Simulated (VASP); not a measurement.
Sb:

```xyz
6
Lattice="8.5378 0.0000 0.0000 -4.2689 7.3940 0.0000 0.0000 0.0000 3.4251" Properties=species:S:1:pos:R:3 pbc="T T T"
Sb    2.7164    0.0000    1.7126
Sb   -1.3582    2.3525    2.8543
Sb    2.9107    5.0415    0.5709
Sb    5.8214    0.0000    1.7126
Sb   -2.9107    5.0415    2.8543
Sb    1.3582    2.3525    0.5709
```

| Quantity | Value |
| --- | --- |
| Program | VASP 6.6.1 |
| Task | relaxation of cell and atoms |
| Functional | PBE |
| Potentials or basis | VASP PAW PBE potentials, release 64 (Sb) |
| Cutoff | 600 eV |
| k mesh | 3 × 3 × 6 |
| Occupations | gaussian, width 0.1 eV |
| Spin | no spin polarisation |

At the start: pressure 0.3 GPa; volume 36.04 Å³/atom.

Task: Where does the relaxation end?

Result: Over 9 steps the energy falls by 10.2 meV/atom and the volume is 36.11 Å³/atom (+0.2 %); space group P6_422 (No. 181, to 0.05 Å).

The path:
```csv
step,energy change (eV),largest force (eV/Å),pressure (GPa),volume (Å³)
1,0.0000,0.1195,0.30,216.22
2,-0.0250,0.1493,-0.11,218.35
3,-0.0267,0.1553,-0.23,219.06
4,-0.0360,0.1576,-0.04,217.79
5,-0.0448,0.1186,0.40,215.34
6,-0.0501,0.0956,0.34,215.49
7,-0.0592,0.0128,0.21,215.94
8,-0.0599,0.0195,0.18,216.10
9,-0.0611,0.0071,0.05,216.69
```

Final structure:
```
Sb
1.0
     8.46279    0.00000    0.00000
    -4.23140    7.32900    0.00000
     0.00000    0.00000    3.49363
Sb
6
Direct
  0.32574 0.00000 0.50000
  0.00000 0.32574 0.83333
  0.67426 0.67426 0.16667
  0.67426 0.00000 0.50000
  0.00000 0.67426 0.83333
  0.32574 0.32574 0.16667
```
